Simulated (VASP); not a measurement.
# SnPb3S4 (Cmmm) in VASP: further runs

SnPb3S4 is run at these levels: PBE; tasks: relaxation of cell and atoms, single point.

Everything below comes from runs of VASP 6.6.1. Logs are shortened: lines on timing, memory, paths and dates and some standing lists are left out, and cuts for length are marked.

**1. The cell of the first run**

It takes space group Cmmm (No. 65, orthorhombic). The conventional cell has a = 8.444 Å, b = 11.943 Å, c = 4.223 Å, α = 90.00°, β = 90.00°, γ = 90.00°. Within 3.9 Å of Sn (site symmetry mmm) lie 6 S at 2.95 Å. Within 3.9 Å of Pb (site symmetry 2/m) lie 6 S at 2.99 Å. Within 4.0 Å of Pb (site symmetry mmm) lie 6 S at 3.02 Å. S (site symmetry 2mm) has 2 Sn at 2.95 Å and 4 Pb at 2.99 to 3.02 Å within 3.9 Å. S (site symmetry m2m) has 1 Sn at 2.95 Å and 5 Pb at 2.99 to 3.02 Å within 3.9 Å.

**2. Relaxation of cell and atoms, PBE**

Input file INCAR:

```
SYSTEM = SnPb3S4
PREC     = Accurate       ! precision mode
ENCUT    = 500            ! plane-wave cutoff, eV
EDIFF    = 1E-7           ! SCF threshold, eV
ISMEAR   = 0              ! smearing method
SIGMA    = 0.1            ! smearing width, eV
LREAL    = .False.        ! projectors in reciprocal space
LASPH    = .True.         ! aspherical terms in the spheres
NELM     = 120            ! most SCF steps
ALGO     = Normal         ! electronic algorithm
ISIF     = 3              ! what is computed and relaxed
LWAVE    = .False.        ! write WAVECAR
LCHARG   = .False.        ! write CHGCAR
GGA      = PE             ! functional
IBRION   = 2              ! ionic algorithm
NSW      = 100            ! ionic steps
EDIFFG   = -0.01          ! ionic threshold
GGA_COMPAT= .False.      
NELMIN   = 4            
KPAR     = 4
```

Input file KPOINTS:

```
regular mesh
0
Gamma
  6 6 10
  0 0 0
```

Input file POSCAR:

```
SnPb3S4
1.0
    4.2222416596     -5.9714614823      0.0000000000
    4.2222416596      5.9714614823      0.0000000000
    0.0000000000      0.0000000000      4.2227604187
Sn Pb S
1 3 4
Direct
    0.5000000000      0.5000000000      0.5000000000
    0.0000000000      0.5000000000      0.0000000000
    0.5000000000      0.0000000000      0.0000000000
    0.0000000000      0.0000000000      0.5000000000
    0.2553445210      0.2553445210      0.0000000000
    0.7446554790      0.7446554790      0.0000000000
    0.2527165305      0.7472834695      0.5000000000
    0.7472834695      0.2527165305      0.5000000000
```

Potentials or basis: VASP PAW PBE potentials, release 64 (Sn_d, Pb_d, S).

Run with:

```
> cat potpaw_PBE.64/Sn_d/POTCAR potpaw_PBE.64/Pb_d/POTCAR potpaw_PBE.64/S/POTCAR > POTCAR
> mpirun -np 4 vasp_std > vasp.out
```

OUTCAR:

```text
SYSTEM = SnPb3S4
   PREC = Accurate
   ENCUT = 500
   EDIFF = 1E-7
   ISMEAR = 0
   LREAL = .False.
   LASPH = .True.
   NELM = 120
   ISIF = 3
   GGA = PE
   IBRION = 2
   NSW = 100
   EDIFFG = -0.01
   NELMIN = 4

 ion  position               nearest neighbor table
   1  0.500  0.500  0.500-   7 2.95   8 2.95   5 2.95   6 2.95   5 2.95   6 2.95
   2  0.000  0.500  0.000-   7 2.99   8 2.99   7 2.99   8 2.99   5 2.99   6 2.99
   3  0.500  0.000  0.000-   7 2.99   8 2.99   7 2.99   8 2.99   5 2.99   6 2.99
   4  0.000  0.000  0.500-   5 3.02   6 3.02   5 3.02   6 3.02   7 3.02   8 3.02
   5  0.255  0.255  0.000-   1 2.95   1 2.95   3 2.99   2 2.99   4 3.02   4 3.02
   6  0.745  0.745  0.000-   1 2.95   1 2.95   3 2.99   2 2.99   4 3.02   4 3.02
   7  0.253  0.747  0.500-   1 2.95   2 2.99   3 2.99   2 2.99   3 2.99   4 3.02
   8  0.747  0.253  0.500-   1 2.95   2 2.99   3 2.99   2 2.99   3 2.99   4 3.02

  LATTYP: Found a base centered orthorhombic cell.
 ALAT       =     8.4444833192
 B/A-ratio  =     1.4142869982
 C/A-ratio  =     0.5000614317

  Lattice vectors:

 A1 = (   4.2222416596,  -5.9714614823,   0.0000000000)
 A2 = (   4.2222416596,   5.9714614823,   0.0000000000)
 A3 = (   0.0000000000,   0.0000000000,   4.2227604187)

Analysis of symmetry for initial positions (statically):
=====================================================================
 Subroutine PRICEL returns:
 Original cell was already a primitive cell.

 Routine SETGRP: Setting up the symmetry group for a
 base centered orthorhombic supercell.

 Subroutine GETGRP returns: Found  8 space group operations
 (whereof  8 operations were pure point group operations)
 out of a pool of  8 trial point group operations.

The static configuration has the point symmetry D_2h.

Analysis of symmetry for dynamics (positions and initial velocities):
=====================================================================
 Subroutine PRICEL returns:
 Original cell was already a primitive cell.

 Routine SETGRP: Setting up the symmetry group for a
 base centered orthorhombic supercell.

 Subroutine GETGRP returns: Found  8 space group operations
 (whereof  8 operations were pure point group operations)
 out of a pool of  8 trial point group operations.

The dynamic configuration has the point symmetry D_2h.

 Subroutine INISYM returns: Found  8 space group operations
 (whereof  8 operations are pure point group operations),
 and found     1 'primitive' translations

----------------------------------------------------------------------------------------

                                     Primitive cell

  volume of cell :     212.9365

  direct lattice vectors                    reciprocal lattice vectors
     4.222241660 -5.971461482  0.000000000     0.118420507 -0.083731596  0.000000000
     4.222241660  5.971461482  0.000000000     0.118420507  0.083731596  0.000000000
     0.000000000  0.000000000  4.222760419     0.000000000  0.000000000  0.236811919

  length of vectors
     7.313390244  7.313390244  4.222760419     0.145032399  0.145032399  0.236811919

  position of ions in fractional coordinates (direct lattice)
     0.500000000  0.500000000  0.500000000
     0.000000000  0.500000000  0.000000000
     0.500000000  0.000000000  0.000000000
     0.000000000  0.000000000  0.500000000
     0.255344521  0.255344521  0.000000000
     0.744655479  0.744655479  0.000000000
     0.252716531  0.747283469  0.500000000
     0.747283469  0.252716531  0.500000000

  ion indices of the primitive-cell ions
   primitive index   ion index
                 1           1
                 2           2
                 3           3
                 4           4
                 5           5
                 6           6
                 7           7
                 8           8

----------------------------------------------------------------------------------------

 KPOINTS: regular mesh
[... 56 lines left out ...]
   NGX,Y,Z   is equivalent  to a cutoff of  12.28, 12.28, 12.60 a.u.
   NGXF,Y,Z  is equivalent  to a cutoff of  24.55, 24.55, 25.20 a.u.
 SYSTEM =  SnPb3S4
   PREC   = accura    normal or accurate (medium, high low for compatibility)
   ISTART =      0    job   : 0-new  1-cont  2-samecut
   ICHARG =      2    charge: 1-file 2-atom 10-const
   ISPIN  =      1    spin polarized calculation?
   LNONCOLLINEAR =      F non collinear calculations
   LSORBIT =      F    spin-orbit coupling
   LASPH  =      T    aspherical Exc in radial PAW
   ENCUT  =  500.0 eV  36.75 Ry    6.06 a.u.  13.33 13.33  7.70*2*pi/ulx,y,z
   NELM   =    120;   NELMIN=  4; NELMDL= -5     # of ELM steps
   EDIFF  = 0.1E-06   stopping-criterion for ELM
   LREAL  =      F    real-space projection
   EDIFFG = -.1E-01   stopping-criterion for IOM
   NSW    =    100    number of steps for IOM
   IBRION =      2    ionic relax: 0-MD 1-quasi-New 2-CG
   NFREE  =      1    steps in history (QN), initial steepest desc. (CG)
   ISIF   =      3    stress and relaxation
   ISYM   =      2    0-nonsym 1-usesym 2-fastsym
   POTIM  = 0.5000    time-step for ionic-motion
   TEBEG  =    0.0;   TEEND  =   0.0 temperature during run
   PSTRESS=    0.0 pullay stress
   NELECT =      80.0000    total number of electrons
   NUPDOWN=      -1.0000    fix difference up-down
   EMIN   =  10.00;   EMAX   =-10.00  energy-range for DOS
   EFERMI =   0.00;   METHOD = LEGACY
   ISMEAR =     0;   SIGMA  =   0.10  broadening in eV -4-tet -1-fermi 0-gaus
   EFERMI_NEDOS =   21; number of points for ismear=-14 and -15
   IALGO  =     38    algorithm
   IMIX   =      4    mixing-type and parameters
     AMIX     =   0.40;   BMIX     =  1.00
     AMIX_MAG =   1.60;   BMIX_MAG =  1.00
  volume/ion in A,a.u.               =      26.62       179.62
  Fermi-wavevector in a.u.,A,eV,Ry     =   1.181285  2.232305 18.986043  1.395435
  Thomas-Fermi vector in A             =   2.317562
   LORBIT       =      0    0 simple, 1 ext, 2 COOP (PROOUT), +10 PAW based schemes
   GGA     = PE    functional components
   LHFCALC =     F    Hartree Fock is set to
   AEXX    =    0.0000 exact exchange contribution
   IVDW    =     0    specifies the selected vdW correction
   LEPSILON=     F    determine dielectric tensor
   LRPA    =     F    only Hartree local field effects (RPA)
 conjugate gradient relaxation of ions
 non-spin polarized calculation
 Gauss-broadening in eV      SIGMA  =   0.10
  energy-cutoff  :      500.00
  volume of cell :      212.94
 maximum number of plane-waves:      5435
 NGX is ok and might be reduce to    54
   NGX = 27   NGY = 27   NGZ = 15

--------------------------------------- Ionic step        1  -------------------------------------------

 number of electron      80.0000018 magnetization

 Free energy of the ion-electron system (eV)
  ---------------------------------------------------
  ext. energy  EPLUGINS =         0.00000000
  ---------------------------------------------------
  free energy    TOTEN  =       -35.05738236 eV

  energy without entropy =      -35.05662727  energy(sigma->0) =      -35.05700481

------------------------ aborting loop because EDIFF is reached ----------------------------------------

  FORCE on cell =-STRESS in cart. coord.  units (eV):
  Direction    XX          YY          ZZ          XY          YZ          ZX
  --------------------------------------------------------------------------------------
  -------------------------------------------------------------------------------------
  Total       -0.0869464     -0.0954735     -0.0953843     -0.0000000      0.0000000      0.0000000
  in kB       -0.6542024     -0.7183620     -0.7176910     -0.0000000      0.0000000      0.0000000
  external PRESSURE =      -0.6967518 kB  Pullay stress =       0.0000000 kB

 VOLUME and BASIS-vectors are now :
 -----------------------------------------------------------------------------
  energy-cutoff  :      500.00
  volume of cell :      212.94
      direct lattice vectors                 reciprocal lattice vectors
     4.222241660 -5.971461482  0.000000000     0.118420507 -0.083731596  0.000000000
     4.222241660  5.971461482  0.000000000     0.118420507  0.083731596  0.000000000
     0.000000000  0.000000000  4.222760419     0.000000000  0.000000000  0.236811919

 POSITION                                       TOTAL-FORCE (eV/Angst)
 -----------------------------------------------------------------------------------
      4.22224      0.00000      2.11138         0.000000     -0.000000     -0.000000
      2.11112      2.98573      0.00000         0.000000     -0.000000     -0.000000
      2.11112     -2.98573      0.00000        -0.000000     -0.000000     -0.000000
      0.00000      0.00000      2.11138         0.000000     -0.000000     -0.000000
      2.15625      0.00000      0.00000        -0.000656     -0.000000     -0.000000
      6.28823      0.00000      0.00000         0.000656     -0.000000     -0.000000
      4.22224      2.95329      2.11138         0.000000     -0.000789     -0.000000
      4.22224     -2.95329      2.11138         0.000000      0.000789      0.000000
 -----------------------------------------------------------------------------------
    total drift:                               -0.000000     -0.000000      0.000000

  FREE ENERGIE OF THE ION-ELECTRON SYSTEM (eV)
  ---------------------------------------------------
  free  energy   TOTEN  =       -35.0573823575 eV

  energy  without entropy=      -35.0566272650  energy(sigma->0) =      -35.05700481

--------------------------------------- Ionic step        2  -------------------------------------------

 number of electron      80.0000019 magnetization

 Free energy of the ion-electron system (eV)
  ---------------------------------------------------
  ext. energy  EPLUGINS =         0.00000000
  ---------------------------------------------------
  free energy    TOTEN  =       -35.05743943 eV

  energy without entropy =      -35.05666898  energy(sigma->0) =      -35.05705420

 E-fermi :   5.8611     XC(G=0):  -9.5525

 val. band max:        5.8428696041   @ k =   0.0000   0.0000   0.0000
 cond. band min:       5.8616827450   @ k =   0.5000   0.5000   0.5000
 fundamental gap:      0.0188131409
 Fermi energy:         5.8611484734

 k-point     1 :       0.0000    0.0000    0.0000
  band No.  band energies     occupation
      1     -15.8497      2.00000
      2     -15.8459      2.00000
      3     -15.8438      2.00000
      4     -15.8395      2.00000
      5     -15.8384      2.00000
      6     -11.3775      2.00000
[... 1213 lines left out ...]
     47       9.2642      0.00000
     48       9.5415      0.00000

 [... further k-points ...]
[... 5 lines left out ...]
  --------------------------------------------------------------------------------------
  -------------------------------------------------------------------------------------
  Total        0.0283669      0.0248927      0.0224789      0.0000000      0.0000000      0.0000000
  in kB        0.2137964      0.1876119      0.1694191      0.0000000      0.0000000      0.0000000
  external PRESSURE =       0.1902758 kB  Pullay stress =       0.0000000 kB

 VOLUME and BASIS-vectors are now :
 -----------------------------------------------------------------------------
  energy-cutoff  :      500.00
  volume of cell :      212.58
      direct lattice vectors                 reciprocal lattice vectors
     4.220027872 -5.968023491  0.000000000     0.118482630 -0.083779831  0.000000000
     4.220027872  5.968023491  0.000000000     0.118482630  0.083779831  0.000000000
     0.000000000  0.000000000  4.220331490     0.000000000  0.000000000  0.236948212

 POSITION                                       TOTAL-FORCE (eV/Angst)
 -----------------------------------------------------------------------------------
      4.22003      0.00000      2.11017        -0.000000     -0.000000      0.000000
      2.11001      2.98401      4.22033         0.000000     -0.000000      0.000000
      6.33004      2.98401      4.22033        -0.000000     -0.000000      0.000000
      4.22003      5.96802      2.11017         0.000000     -0.000000      0.000000
      2.15509      0.00000      4.22033         0.000227     -0.000000      0.000000
      6.28497      0.00000      4.22033        -0.000227     -0.000000     -0.000000
      4.22003      2.95155      2.11017         0.000000     -0.001242      0.000000
      4.22003     -2.95155      2.11017         0.000000      0.001242      0.000000
 -----------------------------------------------------------------------------------
    total drift:                               -0.000000     -0.000000     -0.000000

  FREE ENERGIE OF THE ION-ELECTRON SYSTEM (eV)
  ---------------------------------------------------
  free  energy   TOTEN  =       -35.0574394258 eV

  energy  without entropy=      -35.0566689814  energy(sigma->0) =      -35.05705420

 reached required accuracy - stopping structural energy minimisation
```

Wall time 7 min (4 MPI ranks of AMD EPYC 7R13 (Zen 3), shared host); peak memory 0.75 GiB.

What came out:

```yaml
Free_energy: -35.0574 eV
Relaxed_volume: 26.57 Å³/atom
Relaxed_cell: a = 7.309 Å, b = 7.309 Å, c = 4.220 Å, α = 90.00°, β = 90.00°, γ = 109.47°
Space_group_after_relaxing_to_0.05_Å: Cmmm (No. 65)
Energy_gained_by_relaxing: 0.0 meV/atom
Ionic_steps: 2
Pressure_after_relaxing: 0.0 GPa
```

Final structure:
```cif
data_structure
_symmetry_space_group_name_H-M 'P 1'
_symmetry_Int_Tables_number 1
_cell_length_a 7.3093
_cell_length_b 7.3093
_cell_length_c 4.2203
_cell_angle_alpha 90.000
_cell_angle_beta 90.000
_cell_angle_gamma 109.471
_cell_volume 212.58
loop_
_atom_site_label
_atom_site_type_symbol
_atom_site_fract_x
_atom_site_fract_y
_atom_site_fract_z
_atom_site_occupancy
Sn1 Sn 0.50000 0.50000 0.50000 1
Pb1 Pb 0.00000 0.50000 0.00000 1
Pb2 Pb 0.50000 0.00000 0.00000 1
Pb3 Pb 0.00000 0.00000 0.50000 1
S1 S 0.25534 0.25534 0.00000 1
S2 S 0.74466 0.74466 0.00000 1
S3 S 0.25272 0.74728 0.50000 1
S4 S 0.74728 0.25272 0.50000 1
```

Caveat: spin-orbit coupling is left out, which moves the levels of the heavy elements.

**3. Single point, PBE**

Input file INCAR:

```
SYSTEM = SnPb3S4
  PREC = Accurate
  ENCUT = 520
  EDIFF = 1E-7
  ISMEAR = 0
  SIGMA = 0.01
  LREAL = .FALSE.
  LASPH = .TRUE.
  NELM = 100
  ALGO = Normal
  ISIF = 2
  LWAVE = .FALSE.
  LCHARG = .TRUE.
  GGA = PE
  LELF = .TRUE.
  LVHAR = .TRUE.
  NBANDS = 50
```

Input file KPOINTS:

```
regular mesh
0
G
  6 6 8
  0 0 0
```

Input file POSCAR:

```
SnPb3S4
1.0
    4.2222416586     -5.9714614800      0.0000000000
    4.2222416586      5.9714614800      0.0000000000
    0.0000000000      0.0000000000      4.2227604184
Sn Pb S
1 3 4
Direct
    0.5000000000      0.5000000000      0.5000000000
    0.0000000000      0.5000000000      0.0000000000
    0.5000000000      0.0000000000      0.0000000000
    0.0000000000      0.0000000000      0.5000000000
    0.2553445208      0.2553445208      0.0000000000
    0.7446554792      0.7446554792      0.0000000000
    0.2527165305      0.7472834695      0.5000000000
    0.7472834695      0.2527165305      0.5000000000
```

Potentials or basis: VASP PAW PBE potentials, release 64 (Sn_d, Pb_d, S).

Run with:

```
> cat potpaw_PBE.64/Sn_d/POTCAR potpaw_PBE.64/Pb_d/POTCAR potpaw_PBE.64/S/POTCAR > POTCAR
> mpirun -np 1 vasp_std > vasp.out
```

It took 13 min on 1 thread of Intel Xeon 6975P-C, shared host; peak memory 0.7 GiB.

The run converged. Its results:

```yaml
Free_energy: -35.0574 eV
Pressure: -0.1 GPa
Band_gap_on_the_k_mesh: 0.04 eV, direct
```

Levels at points of the mesh, in eV from the valence-band top:
```
           k point  band 38  band 39  band 40  band 41  band 42  band 43
(0.00, 0.00, 0.00)    -2.03    -0.37    -0.02     0.05     0.07     1.53
(0.50, 0.00, 0.00)    -2.25    -1.44    -1.33     1.90     2.17     2.47
(0.50, 0.50, 0.00)    -1.97    -1.11    -0.83     1.04     1.14     1.97
(0.00, 0.00, 0.50)    -1.31    -1.11    -0.72     1.03     1.15     1.72
(0.50, 0.00, 0.50)    -2.56    -2.42    -2.04     2.39     2.48     2.52
(0.50, 0.50, 0.50)    -2.03    -0.38     0.00     0.04     0.08     1.53
```

Caveat: spin-orbit coupling is left out, which moves the levels of the heavy elements.
